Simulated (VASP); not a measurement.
The system is ZnGa2F.

```xyz
4
Lattice="3.8374 0.0000 0.0000 0.0000 3.8374 0.0000 0.0000 0.0000 4.0816" Properties=species:S:1:pos:R:3 pbc="T T T"
Zn    1.9187    1.9187    0.0000
Ga    1.9187    0.0000    2.0408
Ga    0.0000    1.9187    2.0408
F     0.0000    0.0000    0.0000
```

| Property | Result |
| --- | --- |
| Program | VASP 6.6.1 |
| Task | relaxation of cell and atoms |
| Functional | PBE |
| Potentials or basis | VASP PAW PBE potentials, release 64 (Zn, Ga_d, F) |
| Cutoff | 600 eV |
| k mesh | 4 × 4 × 4 |
| Occupations | gaussian, width 0.1 eV |
| Spin | no spin polarisation |

At the start: pressure 7.4 GPa; volume 15.03 Å³/atom.

Task: How do energy, volume and symmetry change on relaxing?

Result: Over 8 steps the energy falls by 54.5 meV/atom and the volume is 16.69 Å³/atom (+11.1 %); space group P4/mmm (No. 123, to 0.05 Å).

Step by step:
```tsv
step	energy change (eV)	largest force (eV/Å)	pressure (GPa)	volume (Å³)
1	0.0000	0.0000	7.37	60.11
2	-0.1600	0.0000	1.08	66.32
3	-0.1652	0.0000	-0.09	67.90
4	-0.1652	0.0000	0.02	67.74
5	-0.1672	0.0000	-0.02	67.71
6	-0.1736	0.0000	-0.14	67.62
7	-0.1910	0.0000	-0.17	67.40
8	-0.2178	0.0000	0.27	66.77
```

Final structure:
```cif
data_structure
_symmetry_space_group_name_H-M 'P 1'
_symmetry_Int_Tables_number 1
_cell_length_a 4.1772
_cell_length_b 4.1772
_cell_length_c 3.8265
_cell_angle_alpha 90.000
_cell_angle_beta 90.000
_cell_angle_gamma 90.000
_cell_volume 66.77
loop_
_atom_site_label
_atom_site_type_symbol
_atom_site_fract_x
_atom_site_fract_y
_atom_site_fract_z
_atom_site_occupancy
Zn1 Zn 0.50000 0.50000 0.00000 1
Ga1 Ga 0.50000 0.00000 0.50000 1
Ga2 Ga 0.00000 0.50000 0.50000 1
F1 F 0.00000 0.00000 0.00000 1
```

Caveat: the k points lie up to 0.41 Å⁻¹ apart in the final cell; an odd number of electrons without spin polarisation forces a metal; a magnetic or distorted state may lie lower.
